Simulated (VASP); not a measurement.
Input of a VASP 6.6.1 run:

Contents of INCAR:

```
SYSTEM = Zn
  ALGO = Normal
  EDIFF = 1E-6
  ENCUT = 520
  GGA = PS
  ISIF = 2
  ISMEAR = -1
  LASPH = .True.
  LCHARG = .False.
  LREAL = .False.
  LWAVE = .False.
  NBANDS = 12
  NELM = 80
  PREC = Accurate
  SIGMA = 0.1
```

KPOINTS

```
k-points
0
Gamma
  16 16 16
  0 0 0
```

Contents of POSCAR:

```
Zn
1.0
   -1.5085467994      1.5085467994      1.5085467994
    1.5085467994     -1.5085467994      1.5085467994
    1.5085467994      1.5085467994     -1.5085467994
Zn
1
Direct
    0.0000000000      0.0000000000      0.0000000000
```

Potentials or basis: VASP PAW PBE potentials, release 64 (Zn).

Run with:

```console
$ cat potpaw_PBE.64/Zn/POTCAR > POTCAR
$ mpirun -np 1 vasp_std > vasp.out
```

Q: What does it give for the pressure?

A: 4.5 GPa.

Q: Estimate the band gap on the k mesh.

A: Zero (band 6 reaches 8.17 eV, above the bottom of band 7 at 3.04 eV).

Caveat: the PAW data sets were made with another functional, which shifts forces and pressure a little.
